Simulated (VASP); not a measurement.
# Hg (Fm-3m) in VASP: notebook, part 2 of 2

VASP 6.6.1. The steps go on from the part before.

## (3) Single point, PBE+D3(BJ) (volume scaled by 0.91)

File INCAR:

```
  PREC = Accurate
  ENCUT = 520
  EDIFF = 1E-6
  ISMEAR = 0
  SIGMA = 0.1
  LREAL = False
  LASPH = True
  NELM = 80
  ALGO = Normal
  ISIF = 2
  LWAVE = False
  LCHARG = False
  GGA = PE
  IVDW = 12
  NBANDS = 12
```

File KPOINTS:

```
Automatic mesh
0
Gamma
  16 16 16
```

File POSCAR:

```
Hg
1.0
    0.0000000000      2.2451713068      2.2451713068
    2.2451713068      0.0000000000      2.2451713068
    2.2451713068      2.2451713068      0.0000000000
Hg
1
Direct
    0.0000000000      0.0000000000      0.0000000000
```

Potentials or basis: VASP PAW PBE potentials, release 64 (Hg).

Command:

```
$ cat potpaw_PBE.64/Hg/POTCAR > POTCAR
$ mpirun -np 1 vasp_std > vasp.out
```

OUTCAR:

```text
PREC = Accurate
   ENCUT = 520
   EDIFF = 1E-6
   ISMEAR = 0
   LREAL = False
   LASPH = True
   NELM = 80
   ISIF = 2
   GGA = PE
   IVDW = 12
 IVDW          = 12

 ion  position               nearest neighbor table
   1  0.000  0.000  0.000-

  LATTYP: Found a face centered cubic cell.
 ALAT       =     4.4903426136

  Lattice vectors:

 A1 = (   0.0000000000,   2.2451713068,   2.2451713068)
 A2 = (   2.2451713068,   0.0000000000,   2.2451713068)
 A3 = (   2.2451713068,   2.2451713068,   0.0000000000)

Analysis of symmetry for initial positions (statically):
=====================================================================
 Subroutine PRICEL returns:
 Original cell was already a primitive cell.

 Routine SETGRP: Setting up the symmetry group for a
 face centered cubic supercell.

 Subroutine GETGRP returns: Found 48 space group operations
 (whereof 48 operations were pure point group operations)
 out of a pool of 48 trial point group operations.

The static configuration has the point symmetry O_h .

Analysis of symmetry for dynamics (positions and initial velocities):
=====================================================================
 Subroutine PRICEL returns:
 Original cell was already a primitive cell.

 Routine SETGRP: Setting up the symmetry group for a
 face centered cubic supercell.

 Subroutine GETGRP returns: Found 48 space group operations
 (whereof 48 operations were pure point group operations)
 out of a pool of 48 trial point group operations.

The dynamic configuration has the point symmetry O_h .

 Subroutine INISYM returns: Found 48 space group operations
 (whereof 48 operations are pure point group operations),
 and found     1 'primitive' translations

----------------------------------------------------------------------------------------

                                     Primitive cell

  volume of cell :      22.6349

  direct lattice vectors                    reciprocal lattice vectors
     0.000000000  2.245171307  2.245171307    -0.222700156  0.222700156  0.222700156
     2.245171307  0.000000000  2.245171307     0.222700156 -0.222700156  0.222700156
[... 112 lines left out ...]
   LEPSILON=     F    determine dielectric tensor
   LRPA    =     F    only Hartree local field effects (RPA)
 non-spin polarized calculation
 Gauss-broadening in eV      SIGMA  =   0.10
  energy-cutoff  :      520.00
  volume of cell :       22.63
 maximum number of plane-waves:       620
   NGX = 11   NGY = 11   NGZ = 11

 number of electron      12.0000000 magnetization

 Free energy of the ion-electron system (eV)
  ---------------------------------------------------
  ext. energy  EPLUGINS =         0.00000000
  ---------------------------------------------------
  free energy    TOTEN  =        -0.06124809 eV

  energy without entropy =       -0.05950131  energy(sigma->0) =       -0.06037470

 E-fermi :   3.0241     XC(G=0): -11.1000

 val. band max:        2.9986190842   @ k =  -0.3750   0.4375   0.1250
 cond. band min:       3.0275109967   @ k =   0.5000   0.1250   0.0000
 fundamental gap:      0.0288919125
 Fermi energy:         3.0241362361

 k-point     1 :       0.0000    0.0000    0.0000
  band No.  band energies     occupation
      1      -6.3102      2.00000
      2      -4.0734      2.00000
      3      -4.0734      2.00000
      4      -4.0734      2.00000
      5      -3.3775      2.00000
      6      -3.3775      2.00000
      7      16.7486      0.00000
      8      18.2044      0.00000
      9      18.2044      0.00000
     10      18.2044      0.00000
     11      22.3080      0.00000
     12      23.6565      0.00000
[... 331 lines left out ...]
 k-point    24 :      -0.0625    0.0625    0.0000
  band No.  band energies     occupation
      1      -6.0372      2.00000
      2      -4.1203      2.00000
      3      -4.0164      2.00000
      4      -3.9923      2.00000
      5      -3.4263      2.00000
      6      -3.3596      2.00000
      7      16.1168      0.00000
      8      16.2770      0.00000
      9      17.7327      0.00000
     10      18.6298      0.00000
     11      21.8784      0.00000
     12      23.6585      0.00000

 [... further k-points ...]

------------------------ aborting loop because EDIFF is reached ----------------------------------------

 Edisp (eV)   -0.46253

 E8    (eV) :    -0.2093

  FORCE on cell =-STRESS in cart. coord.  units (eV):
  Direction    XX          YY          ZZ          XY          YZ          ZX
  --------------------------------------------------------------------------------------
  -------------------------------------------------------------------------------------
  Total       0.50092     0.50092     0.50092     0.00000    -0.00000    -0.00000
  in kB      35.45688    35.45688    35.45688     0.00000    -0.00000    -0.00000
  external pressure =       35.46 kB  Pullay stress =        0.00 kB

 VOLUME and BASIS-vectors are now :
 -----------------------------------------------------------------------------
  energy-cutoff  :      520.00
  volume of cell :       22.63
      direct lattice vectors                 reciprocal lattice vectors
     0.000000000  2.245171307  2.245171307    -0.222700156  0.222700156  0.222700156
     2.245171307  0.000000000  2.245171307     0.222700156 -0.222700156  0.222700156
     2.245171307  2.245171307  0.000000000     0.222700156  0.222700156 -0.222700156

 POSITION                                       TOTAL-FORCE (eV/Angst)
 -----------------------------------------------------------------------------------
      0.00000      0.00000      0.00000         0.000000      0.000000      0.000000
 -----------------------------------------------------------------------------------
    total drift:                               -0.000000      0.000000     -0.000000

  FREE ENERGIE OF THE ION-ELECTRON SYSTEM (eV)
  ---------------------------------------------------
  free  energy   TOTEN  =        -0.5237779582 eV

  energy  without entropy=       -0.5220311789  energy(sigma->0) =       -0.52290457
```

OSZICAR:

```text
N       E                     dE             d eps       ncg     rms          rms(c)
DAV:   1     0.706767322173E+02    0.70677E+02   -0.66636E+03  3760   0.970E+02
DAV:   2     0.105542286239E+01   -0.69621E+02   -0.64569E+02  3748   0.225E+02
DAV:   3    -0.949688454293E-01   -0.11504E+01   -0.11498E+01  4156   0.321E+01
DAV:   4    -0.959909828405E-01   -0.10221E-02   -0.10221E-02  3896   0.989E-01
DAV:   5    -0.959922866007E-01   -0.13038E-05   -0.13041E-05  4168   0.343E-02    0.423E+00
DAV:   6    -0.638239151044E-01    0.32168E-01   -0.76921E-02  4104   0.323E+00    0.306E+00
DAV:   7    -0.612707829446E-01    0.25531E-02   -0.13255E-02  4148   0.120E+00    0.119E+00
DAV:   8    -0.612205657371E-01    0.50217E-04   -0.14102E-03  3716   0.485E-01    0.507E-02
DAV:   9    -0.612394798732E-01   -0.18914E-04   -0.84468E-06  4104   0.307E-02    0.185E-02
DAV:  10    -0.612481335859E-01   -0.86537E-05   -0.79076E-06  3696   0.288E-02    0.135E-03
DAV:  11    -0.612480927648E-01    0.40821E-07   -0.44035E-08  2040   0.166E-03
   1 F= -.52377796E+00 E0= -.52290457E+00  d E =-.174678E-02
```

It took 10 s on 1 thread of Intel Xeon 6975P-C (Granite Rapids), shared host; peak memory 0.17 GiB.

What came out:

| Property | Result |
| --- | --- |
| Free energy | -0.5238 eV |
| Pressure | 3.5 GPa |
| Band gap on the k mesh | zero (band 6 reaches 3.65 eV, above the bottom of band 7 at 1.58 eV) |
| Dispersion energy per atom | -0.463 eV |

Levels at points of the mesh, in eV from the Fermi level:
```tsv
k point	band 3	band 4	band 5	band 6	band 7	band 8	band 9	band 10
(0.00, 0.00, 0.00)	-7.10	-7.10	-6.40	-6.40	13.72	15.18	15.18	15.18
(0.50, 0.00, 0.00)	-7.10	-5.82	-5.82	-1.72	-1.45	12.85	12.85	12.98
(0.50, 0.50, 0.00)	-5.85	-5.66	-5.66	-0.26	0.72	7.16	7.16	11.82
```

Caveat: the cell differs from its parent crystal (volume scaled by 0.91); spin-orbit coupling is left out, which moves the levels of the heavy elements; pairwise dispersion overbinds metals, which lowers pressure and volume.

## (4) Single point, PBE+D3(BJ) (volume scaled by 0.94)

File INCAR:

```
ALGO = Normal ; EDIFF = 1E-6
ENCUT = 520 ; GGA = PE
ISIF = 2 ; ISMEAR = 0
IVDW = 12 ; LASPH = T
LCHARG = F ; LREAL = F
LWAVE = F ; NBANDS = 12
NELM = 60 ; PREC = Accurate
SIGMA = 0.1
```

File KPOINTS:

```
k-points
0
Gamma
  16 16 16
```

File POSCAR:

```
Hg
1.0
    0.0000000000      2.2695772548      2.2695772548
    2.2695772548      0.0000000000      2.2695772548
    2.2695772548      2.2695772548      0.0000000000
Hg
1
Direct
    0.0000000000      0.0000000000      0.0000000000
```

Command:

```
$ cat potpaw_PBE.64/Hg/POTCAR > POTCAR
$ mpirun -np 1 vasp_std > vasp.out
```

It took 9.5 s on 1 thread of Intel Xeon 6975P-C (Granite Rapids), shared host; peak memory 0.17 GiB.

The run converged. Its results:

```yaml
Free_energy: -0.5371 eV
Pressure: 2.0 GPa
Band_gap_on_the_k_mesh: zero (band 6 reaches 3.25 eV, above the bottom of band 7 at 1.23 eV)
Dispersion_energy_per_atom: -0.448 eV
```

Levels at points of the mesh, in eV from the Fermi level:
| k point | band 3 | band 4 | band 5 | band 6 | band 7 | band 8 | band 9 | band 10 |
| --- | --- | --- | --- | --- | --- | --- | --- | --- |
| (0.00, 0.00, 0.00) | -6.94 | -6.94 | -6.29 | -6.29 | 13.70 | 14.94 | 14.94 | 14.94 |
| (0.50, 0.00, 0.00) | -6.94 | -5.75 | -5.75 | -1.53 | -1.48 | 12.62 | 12.62 | 12.97 |
| (0.50, 0.50, 0.00) | -5.78 | -5.60 | -5.60 | -0.12 | 0.62 | 7.11 | 7.11 | 11.62 |

Caveat: the cell differs from its parent crystal (volume scaled by 0.94); spin-orbit coupling is left out, which moves the levels of the heavy elements; pairwise dispersion overbinds metals, which lowers pressure and volume.

## (5) Single point, PBE+D3(BJ) (volume scaled by 0.97)

File INCAR:

```
SYSTEM = Hg
ALGO = Fast
EDIFF = 1E-7
ENCUT = 520
GGA = PE
ISIF = 2
ISMEAR = 0
IVDW = 12
LASPH = .True.
LCHARG = .True.
LELF = .True.
LREAL = .False.
LVHAR = .True.
LWAVE = .False.
NBANDS = 12
NELM = 100
PREC = Accurate
SIGMA = 0.1
```

File KPOINTS:

```
k-points
0
Gamma
  16 16 16
  0 0 0
```

File POSCAR:

```
Hg
1.0
    0.0000000000      2.2934692975      2.2934692975
    2.2934692975      0.0000000000      2.2934692975
    2.2934692975      2.2934692975      0.0000000000
Hg
1
Direct
    0.0000000000      0.0000000000      0.0000000000
```

Command:

```
$ cat potpaw_PBE.64/Hg/POTCAR > POTCAR
$ mpirun -np 1 vasp_std > vasp.out
```

It took 11 s on 1 thread of Intel Xeon 6975P-C (Granite Rapids), shared host; peak memory 0.17 GiB.

The run converged. Its results:

* Free energy: -0.5440 eV
* Pressure: 0.9 GPa
* Band gap on the k mesh: zero (band 6 reaches 2.89 eV, above the bottom of band 7 at 1.07 eV)
* Dispersion energy per atom: -0.434 eV

Levels at points of the mesh, in eV from the Fermi level:
```tsv
k point	band 3	band 4	band 5	band 6	band 7	band 8	band 9	band 10
(0.00, 0.00, 0.00)	-6.81	-6.81	-6.20	-6.20	13.67	14.69	14.69	14.69
(0.50, 0.00, 0.00)	-6.81	-5.69	-5.69	-1.52	-1.37	12.39	12.39	12.94
(0.50, 0.50, 0.00)	-5.72	-5.55	-5.55	0.01	0.52	7.05	7.05	11.41
```

Caveat: the cell differs from its parent crystal (volume scaled by 0.97); spin-orbit coupling is left out, which moves the levels of the heavy elements; pairwise dispersion overbinds metals, which lowers pressure and volume.

## (6) Single point, PBE+D3(BJ)

This run uses another cell than the first one, of 24.87 Å³/atom, 1.136 times its volume.

File INCAR:

```
SYSTEM = Hg
PREC = Accurate ; ENCUT = 520
EDIFF = 1E-7 ; ISMEAR = 0
SIGMA = 0.1 ; LREAL = .FALSE.
LASPH = .TRUE. ; NELM = 60
ALGO = Normal ; ISIF = 2
LWAVE = .FALSE. ; LCHARG = .TRUE.
GGA = PE ; IVDW = 12
LELF = .TRUE. ; LVHAR = .TRUE.
NBANDS = 12
```

File KPOINTS:

```
regular mesh
0
G
  16 16 16
  0 0 0
```

File POSCAR:

```
Hg
1.0
    0.0000000000      2.3168736619      2.3168736619
    2.3168736619      0.0000000000      2.3168736619
    2.3168736619      2.3168736619      0.0000000000
Hg
1
Direct
    0.0000000000      0.0000000000      0.0000000000
```

Potentials or basis: VASP PAW PBE potentials, release 64 (Hg).

Command:

```
$ cat potpaw_PBE.64/Hg/POTCAR > POTCAR
$ mpirun -np 1 vasp_std > vasp.out
```

OUTCAR:

```text
SYSTEM = Hg
   PREC = Accurate
   ENCUT = 520
   EDIFF = 1E-7
   ISMEAR = 0
   LREAL = .FALSE.
   LASPH = .TRUE.
   NELM = 60
   ISIF = 2
   GGA = PE
   IVDW = 12
 IVDW          = 12

 ion  position               nearest neighbor table
   1  0.000  0.000  0.000-

  LATTYP: Found a face centered cubic cell.
 ALAT       =     4.6337473238

  Lattice vectors:

 A1 = (   0.0000000000,   2.3168736619,   2.3168736619)
 A2 = (   2.3168736619,   0.0000000000,   2.3168736619)
 A3 = (   2.3168736619,   2.3168736619,   0.0000000000)

Analysis of symmetry for initial positions (statically):
=====================================================================
 Subroutine PRICEL returns:
 Original cell was already a primitive cell.

 Routine SETGRP: Setting up the symmetry group for a
 face centered cubic supercell.

 Subroutine GETGRP returns: Found 48 space group operations
 (whereof 48 operations were pure point group operations)
 out of a pool of 48 trial point group operations.

The static configuration has the point symmetry O_h .

Analysis of symmetry for dynamics (positions and initial velocities):
=====================================================================
 Subroutine PRICEL returns:
 Original cell was already a primitive cell.

 Routine SETGRP: Setting up the symmetry group for a
 face centered cubic supercell.

 Subroutine GETGRP returns: Found 48 space group operations
 (whereof 48 operations were pure point group operations)
 out of a pool of 48 trial point group operations.

The dynamic configuration has the point symmetry O_h .

 Subroutine INISYM returns: Found 48 space group operations
 (whereof 48 operations are pure point group operations),
 and found     1 'primitive' translations

----------------------------------------------------------------------------------------

                                     Primitive cell

  volume of cell :      24.8735

[... 112 lines left out ...]
   LHFCALC =     F    Hartree Fock is set to
   AEXX    =    0.0000 exact exchange contribution
   IVDW    =    12    specifies the selected vdW correction
   LEPSILON=     F    determine dielectric tensor
   LRPA    =     F    only Hartree local field effects (RPA)
 non-spin polarized calculation
 Gauss-broadening in eV      SIGMA  =   0.10
  energy-cutoff  :      520.00
  volume of cell :       24.87
 maximum number of plane-waves:       692
   NGX = 13   NGY = 13   NGZ = 13

 number of electron      11.9999998 magnetization

 Free energy of the ion-electron system (eV)
  ---------------------------------------------------
  ext. energy  EPLUGINS =         0.00000000
  ---------------------------------------------------
  free energy    TOTEN  =        -0.12608511 eV

  energy without entropy =       -0.12394884  energy(sigma->0) =       -0.12501697

 E-fermi :   2.1895     XC(G=0): -10.5743

 val. band max:        2.1721214873   @ k =  -0.4375   0.1875   0.0625
 cond. band min:       2.2163671826   @ k =  -0.3125   0.4375   0.1875
 fundamental gap:      0.0442456954
 Fermi energy:         2.1895325795

 k-point     1 :       0.0000    0.0000    0.0000
  band No.  band energies     occupation
      1      -6.2868      2.00000
      2      -4.5129      2.00000
      3      -4.5129      2.00000
      4      -4.5129      2.00000
      5      -3.9415      2.00000
      6      -3.9415      2.00000
      7      15.8071      0.00000
      8      16.6209      0.00000
      9      16.6209      0.00000
     10      16.6209      0.00000
     11      20.6437      0.00000
     12      21.7135      0.00000
[... 331 lines left out ...]
 k-point    24 :      -0.0625    0.0625    0.0000
  band No.  band energies     occupation
      1      -6.0356      2.00000
      2      -4.5496      2.00000
      3      -4.4654      2.00000
      4      -4.4439      2.00000
      5      -3.9805      2.00000
      6      -3.9258      2.00000
      7      14.5973      0.00000
      8      15.0028      0.00000
      9      16.4187      0.00000
     10      16.9671      0.00000
     11      20.2916      0.00000
     12      21.7369      0.00000

 [... further k-points ...]

------------------------ aborting loop because EDIFF is reached ----------------------------------------

 Edisp (eV)   -0.42078

 E8    (eV) :    -0.1906

  FORCE on cell =-STRESS in cart. coord.  units (eV):
  Direction    XX          YY          ZZ          XY          YZ          ZX
  --------------------------------------------------------------------------------------
  -------------------------------------------------------------------------------------
  Total       0.03230     0.03230     0.03230    -0.00000     0.00000     0.00000
  in kB       2.08046     2.08046     2.08046    -0.00000     0.00000     0.00000
  external pressure =        2.08 kB  Pullay stress =        0.00 kB

 VOLUME and BASIS-vectors are now :
 -----------------------------------------------------------------------------
  energy-cutoff  :      520.00
  volume of cell :       24.87
      direct lattice vectors                 reciprocal lattice vectors
     0.000000000  2.316873662  2.316873662    -0.215808056  0.215808056  0.215808056
     2.316873662  0.000000000  2.316873662     0.215808056 -0.215808056  0.215808056
     2.316873662  2.316873662  0.000000000     0.215808056  0.215808056 -0.215808056

 POSITION                                       TOTAL-FORCE (eV/Angst)
 -----------------------------------------------------------------------------------
      0.00000      0.00000      0.00000         0.000000     -0.000000      0.000000
 -----------------------------------------------------------------------------------
    total drift:                                0.000000      0.000000     -0.000000

  FREE ENERGIE OF THE ION-ELECTRON SYSTEM (eV)
  ---------------------------------------------------
  free  energy   TOTEN  =        -0.5468622206 eV

  energy  without entropy=       -0.5447259550  energy(sigma->0) =       -0.54579409
```

Wall time 9.8 s (1 thread of Intel Xeon 6975P-C (Granite Rapids), shared host); peak memory 0.17 GiB.

Results:

```
Free energy                : -0.5469 eV
Pressure                   : 0.2 GPa
Band gap on the k mesh     : zero (band 6 reaches 2.55 eV, above the bottom of band 7 at 0.96 eV)
Dispersion energy per atom : -0.421 eV
```

Levels at points of the mesh, in eV from the Fermi level:
```tsv
k point	band 3	band 4	band 5	band 6	band 7	band 8	band 9	band 10
(0.00, 0.00, 0.00)	-6.70	-6.70	-6.13	-6.13	13.62	14.43	14.43	14.43
(0.50, 0.00, 0.00)	-6.70	-5.65	-5.65	-1.57	-1.23	12.16	12.16	12.89
(0.50, 0.50, 0.00)	-5.68	-5.52	-5.52	0.11	0.40	6.98	6.98	11.21
```

Caveat: spin-orbit coupling is left out, which moves the levels of the heavy elements; pairwise dispersion overbinds metals, which lowers pressure and volume.

## (7) Overview

| cell | gap on the mesh (eV) | pressure (GPa) |
| --- | --- | --- |
| a = 3.140 Å, angles 60.0°, 1 atom | none | 5.5 |
| a = 3.175 Å, angles 60.0°, 1 atom | none | 3.5 |
| a = 3.210 Å, angles 60.0°, 1 atom | none | 2.0 |
| a = 3.243 Å, angles 60.0°, 1 atom | none | 0.9 |
| a = 3.277 Å, angles 60.0°, 1 atom | none | 0.2 |

Alike in all rows: task single point; level PBE+D3(BJ); potentials or basis VASP PAW PBE potentials, release 64 (Hg); no spin polarisation; k mesh 16 × 16 × 16; cutoff (eV) 520; smearing gaussian 0.1 eV.

Caveats: spin-orbit coupling is left out, which moves the levels of the heavy elements; pairwise dispersion overbinds metals, which lowers pressure and volume.

Absolute energies hang on the potentials; compare differences alone.
